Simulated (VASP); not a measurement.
Input of a VASP 6.6.1 run:

POSCAR

```
MgO
1.0
    3.1895707112      0.0000000000      0.0000000000
   -1.5947853556      2.7622492631      0.0000000000
    0.0000000000      0.0000000000      4.8833352865
Mg O
2 2
Direct
    0.3333333333      0.6666666667     -0.0107582395
    0.6666666667      0.3333333333      0.4892417605
    0.3333333333      0.6666666667      0.3857582395
    0.6666666667      0.3333333333      0.8857582395
```

Contents of INCAR.step1:

```
SYSTEM = MgO
PREC = Accurate
ENCUT = 660
ISMEAR = 0
SIGMA = 0.01
LREAL = .False.
LASPH = .True.
NELM = 120
NBANDS = 24
GGA = PE
ALGO = Normal
EDIFF = 1E-5
LWAVE = .True.
LCHARG = .False.
GGA_COMPAT = .False.
```

File INCAR.step2:

```
SYSTEM = MgO
PREC = Accurate
ENCUT = 660
EDIFF = 1E-6
ISMEAR = 0
SIGMA = 0.01
LREAL = .False.
LASPH = .True.
NELM = 120
ALGO = Normal
ISIF = 2
LWAVE = .False.
LCHARG = .False.
METAGGA = R2SCAN
LMIXTAU = .True.
NBANDS = 24
ISTART = 1
GGA_COMPAT = .False.
```

The input KPOINTS:

```
regular mesh
0
Gamma
  12 12 6
  0 0 0
```

Potentials or basis: VASP PAW PBE potentials, release 64 (Mg_sv, O).

Run with:

```console
$ cat potpaw_PBE.64/Mg_sv/POTCAR potpaw_PBE.64/O/POTCAR > POTCAR
$ cp INCAR.step1 INCAR
$ mpirun -np 1 vasp_std > vasp.out
$ cp INCAR.step2 INCAR
$ mpirun -np 1 vasp_std > vasp.out
```

Problem. Estimate the largest force.

Solution. 0.008 eV/Å.

Problem. What does it give for the band gap on the k mesh?

Solution. 4.77 eV.

Problem. Estimate the pressure.

Solution. 14.1 GPa.

Stress tensor (GPa, compression positive):
```
15.31  0.00  0.00
 0.00 15.31  0.00
 0.00  0.00 11.61
```

Caveat: the cell differs from its parent crystal (strain -3.0%); the cell stands under pressure; the PAW data sets were made with another functional, which shifts forces and pressure a little. A k mesh can miss the band edges.
